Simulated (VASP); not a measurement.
# Ta (R-3m) in VASP: notebook, part 2 of 2

VASP 6.6.1. The steps go on from the part before.

### 3 Electric field gradients, PBEsol (equal xy, yz and zx shear strains of +1 %)

File INCAR:

```
SYSTEM = Ta
ALGO = Normal ; EDIFF = 1E-8
ENCUT = 520 ; GGA = PS
ISIF = 2 ; ISMEAR = -1
LASPH = .TRUE. ; LCHARG = .FALSE.
LEFG = .TRUE. ; LREAL = .FALSE.
LWAVE = .FALSE. ; NBANDS = 12
NELM = 60 ; PREC = Accurate
SIGMA = 0.08
```

File KPOINTS:

```
k-points
0
G
  17 17 17
  0 0 0
```

File POSCAR:

```
Ta
1.0
   -1.6347672000      1.6512800000      1.6512800000
    1.6512800000     -1.6347672000      1.6512800000
    1.6512800000      1.6512800000     -1.6347672000
Ta
1
Direct
    0.0000000000      0.0000000000      0.0000000000
```

Potentials or basis: VASP PAW PBE potentials, release 64 (Ta_pv).

On the command line:

```
$ cat potpaw_PBE.64/Ta_pv/POTCAR > POTCAR
$ mpirun -np 1 vasp_std > vasp.out
```

OUTCAR:

```text
SYSTEM = Ta
   EDIFF = 1E-8
   ENCUT = 520
   GGA = PS
   ISIF = 2
   ISMEAR = -1
   LASPH = .TRUE.
   LREAL = .FALSE.
   NELM = 60
   PREC = Accurate

 ion  position               nearest neighbor table
   1  0.000  0.000  0.000-

  LATTYP: Found a trigonal (rhomboedric) cell.
 ALAT       =     2.8505990730
 COS(alpha) =    -0.3288480252

  Lattice vectors:

 A1 = (  -1.6347672000,   1.6512800000,   1.6512800000)
[... 567 lines left out ...]
    total drift:                                0.000000      0.000000     -0.000000

  FREE ENERGIE OF THE ION-ELECTRON SYSTEM (eV)
  ---------------------------------------------------
  free  energy   TOTEN  =       -12.5607569684 eV

  energy  without entropy=      -12.5331525255  energy(sigma->0) =      -12.54695475

 Electric field gradients (V/A^2)
---------------------------------------------------------------------
 ion       V_xx      V_yy      V_zz      V_xy      V_xz      V_yz
---------------------------------------------------------------------
   1      -0.000     0.000    -0.000    -6.251    -6.251    -6.251
---------------------------------------------------------------------

 Electric field gradients after diagonalization (V/A^2)
 (convention: |V_zz| > |V_xx| > |V_yy|)
----------------------------------------------------------------------
 ion       V_xx      V_yy      V_zz     asymmetry (V_yy - V_xx)/ V_zz
----------------------------------------------------------------------
   1       6.251     6.251   -12.502       0.000
----------------------------------------------------------------------

           NMR quadrupolar parameters

 Cq : quadrupolar parameter    Cq=e*Q*V_zz/h
 eta: asymmetry parameters     (V_yy - V_xx)/ V_zz
 Q  : nuclear electric quadrupole moment in mb (millibarn)
----------------------------------------------------------------------
 ion       Cq(MHz)       eta       Q (mb)
----------------------------------------------------------------------
   1      -0.030       0.000       1.000
----------------------------------------------------------------------
```

stdout:

```text
POSCAR found type information on POSCAR Ta
 POSCAR found :  1 types and       1 ions
 scaLAPACK will be used
 -----------------------------------------------------------------------------
|                                                                             |
|                                                                             |
|     You enforced a specific xc type in the INCAR file but a different       |
|     I HOPE YOU KNOW WHAT YOU ARE DOING!                                     |
|                                                                             |
 -----------------------------------------------------------------------------

 LDA part: xc-table for (Slater+PW92), standard interpolation
 POSCAR, INCAR and KPOINTS ok, starting setup
 FFT: planning ... GRIDC
 FFT: planning ... GRID_SOFT
 FFT: planning ... GRID
 WAVECAR not read
 entering main loop
ion   1
```

Wall time 1.9 min (1 thread of Intel Xeon Platinum 8259CL at 2.50GHz (Skylake/Cascade Lake), shared host); peak memory 0.22 GiB.

What came out:

* Free energy: -12.5608 eV
* Pressure: -3.6 GPa
* Band gap on the k mesh: zero (an odd number of electrons rules out a gap without spin polarisation)
* Largest electric field gradient by atom: Ta -12.5 V/Å²

Electric field gradients, principal values (V/Å²):
| atom | least | middle | greatest (by size) |
| --- | --- | --- | --- |
| 1 Ta | 6.251 | 6.251 | -12.502 |

Caveat: the cell differs from its parent crystal (equal xy, yz and zx shear strains of +1 %); the cell stands under tension; without QUAD_EFG the Cq values of the log hold for a quadrupole moment of 1 mb, not for the nuclei; the PAW data sets were made with another functional, which shifts forces and pressure a little; spin-orbit coupling is left out, which moves the levels of the heavy elements.

### 4 Electric field gradients, PBEsol (equal xy, yz and zx shear strains of +3 %)

File INCAR:

```
SYSTEM = Ta
PREC = Accurate
ENCUT = 520
EDIFF = 1E-8
ISMEAR = -1
SIGMA = 0.08
LREAL = .False.
LASPH = .True.
NELM = 100
ALGO = Normal
ISIF = 2
LWAVE = .False.
LCHARG = .False.
GGA = PS
LEFG = .True.
NBANDS = 12
```

File KPOINTS:

```
regular mesh
0
Gamma
  17 17 17
  0 0 0
```

File POSCAR:

```
Ta
1.0
   -1.6017416000      1.6512800000      1.6512800000
    1.6512800000     -1.6017416000      1.6512800000
    1.6512800000      1.6512800000     -1.6017416000
Ta
1
Direct
    0.0000000000      0.0000000000      0.0000000000
```

Potentials or basis: VASP PAW PBE potentials, release 64 (Ta_pv).

On the command line:

```
$ cat potpaw_PBE.64/Ta_pv/POTCAR > POTCAR
$ mpirun -np 1 vasp_std > vasp.out
```

OUTCAR:

```text
SYSTEM = Ta
   PREC = Accurate
   ENCUT = 520
   EDIFF = 1E-8
   ISMEAR = -1
   LREAL = .False.
   LASPH = .True.
   NELM = 100
   ISIF = 2
   GGA = PS

 ion  position               nearest neighbor table
   1  0.000  0.000  0.000-

  LATTYP: Found a trigonal (rhomboedric) cell.
 ALAT       =     2.8317887333
 COS(alpha) =    -0.3196300452

  Lattice vectors:

 A1 = (  -1.6017416000,   1.6512800000,   1.6512800000)
[... 567 lines left out ...]
    total drift:                               -0.000000      0.000000      0.000000

  FREE ENERGIE OF THE ION-ELECTRON SYSTEM (eV)
  ---------------------------------------------------
  free  energy   TOTEN  =       -12.5508523917 eV

  energy  without entropy=      -12.5223255230  energy(sigma->0) =      -12.53658896

 Electric field gradients (V/A^2)
---------------------------------------------------------------------
 ion       V_xx      V_yy      V_zz      V_xy      V_xz      V_yz
---------------------------------------------------------------------
   1      -0.000    -0.000     0.000   -16.824   -16.824   -16.824
---------------------------------------------------------------------

 Electric field gradients after diagonalization (V/A^2)
 (convention: |V_zz| > |V_xx| > |V_yy|)
----------------------------------------------------------------------
 ion       V_xx      V_yy      V_zz     asymmetry (V_yy - V_xx)/ V_zz
----------------------------------------------------------------------
   1      16.824    16.824   -33.648       0.000
----------------------------------------------------------------------

           NMR quadrupolar parameters

 Cq : quadrupolar parameter    Cq=e*Q*V_zz/h
 eta: asymmetry parameters     (V_yy - V_xx)/ V_zz
 Q  : nuclear electric quadrupole moment in mb (millibarn)
----------------------------------------------------------------------
 ion       Cq(MHz)       eta       Q (mb)
----------------------------------------------------------------------
   1      -0.081       0.000       1.000
----------------------------------------------------------------------
```

stdout:

```text
POSCAR found type information on POSCAR Ta
 POSCAR found :  1 types and       1 ions
 scaLAPACK will be used
 -----------------------------------------------------------------------------
|                                                                             |
|                                                                             |
|     You enforced a specific xc type in the INCAR file but a different       |
|     I HOPE YOU KNOW WHAT YOU ARE DOING!                                     |
|                                                                             |
 -----------------------------------------------------------------------------

 LDA part: xc-table for (Slater+PW92), standard interpolation
 POSCAR, INCAR and KPOINTS ok, starting setup
 FFT: planning ... GRIDC
 FFT: planning ... GRID_SOFT
 FFT: planning ... GRID
 WAVECAR not read
 entering main loop
ion   1
```

Run time: 1.8 min. Hardware: 1 thread of Intel Xeon Platinum 8259CL at 2.50GHz (Skylake/Cascade Lake), shared host; peak memory 0.22 GiB.

What came out:

| Item | Value |
| --- | --- |
| Free energy | -12.5509 eV |
| Pressure | -3.2 GPa |
| Band gap on the k mesh | zero (an odd number of electrons rules out a gap without spin polarisation) |
| Largest electric field gradient by atom | Ta -33.6 V/Å² |

Electric field gradients, principal values (V/Å²):
```
atom   least  middle  greatest (by size)
1 Ta  16.824  16.824             -33.648
```

Caveat: the cell differs from its parent crystal (equal xy, yz and zx shear strains of +3 %); the cell stands under tension; without QUAD_EFG the Cq values of the log hold for a quadrupole moment of 1 mb, not for the nuclei; the PAW data sets were made with another functional, which shifts forces and pressure a little; spin-orbit coupling is left out, which moves the levels of the heavy elements.

### 5 Summary

```tsv
cell	gap on the mesh (eV)	pressure (GPa)
a = 2.879 Å, angles 110.0°, 1 atom	none	-3.5
a = 2.851 Å, angles 109.2°, 1 atom	none	-3.6
a = 2.832 Å, angles 108.6°, 1 atom	none	-3.2
```

Alike in all rows: task electric field gradients; level PBEsol; potentials or basis VASP PAW PBE potentials, release 64 (Ta_pv); no spin polarisation; k mesh 17 × 17 × 17; cutoff (eV) 520; smearing fermi-dirac 0.08 eV.

Caveats: the cell stands under tension; the PAW data sets were made with another functional, which shifts forces and pressure a little; spin-orbit coupling is left out, which moves the levels of the heavy elements.

Absolute energies hang on the potentials; compare differences alone.
